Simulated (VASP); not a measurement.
Wanted: the native input for a VASP 6.6.1 run.

```yaml
Task: single point
Functional: PBE
Potentials_or_basis: VASP PAW PBE potentials, release 64 (Sb)
Cutoff: 520 eV
k_mesh: 7 × 7 × 9
Occupations: fermi-dirac, width 0.08 eV
Spin: no spin polarisation
Dipole_correction: no
Further_INCAR_settings: ALGO = Normal; EDIFF = 1e-07; NBANDS = 14
```

The structure of Sb lies in POSCAR:

```
Sb
1.0
    5.4485895638      0.0000000000      0.0000000000
   -2.7242947819      4.7186169770      0.0000000000
    0.0000000000      0.0000000000      3.2153824033
Sb
3
Direct
    0.0000000000      0.0000000000      0.0000000000
    0.3333333333      0.6666666667      0.5000000000
    0.6666666667      0.3333333333      0.5000000000
```

This isn't the form of Sb at room conditions, which is rhombohedral.

The input as run:

INCAR

```
PREC = Accurate
ENCUT = 520
EDIFF = 1E-7
ISMEAR = -1
SIGMA = 0.08
LREAL = F
LASPH = T
NELM = 100
ALGO = Normal
ISIF = 2
LWAVE = F
LCHARG = T
GGA = PE
LELF = T
LVHAR = T
NBANDS = 14
```

KPOINTS

```
Automatic mesh
0
Gamma
  7 7 9
```

Potentials or basis: VASP PAW PBE potentials, release 64 (Sb).

Run with:

```bash
$ cat potpaw_PBE.64/Sb/POTCAR > POTCAR
$ mpirun -np 1 vasp_std > vasp.out
```

It gave:

```yaml
Pressure: 0.0 GPa
Band_gap_on_the_k_mesh: zero (an odd number of electrons rules out a gap without spin polarisation)
```

Caveat: spin-orbit coupling is left out, which moves the levels of the heavy elements.

It took 64 s on 1 thread of AMD EPYC 7R13 (shared host), peak memory 0.18 GiB.
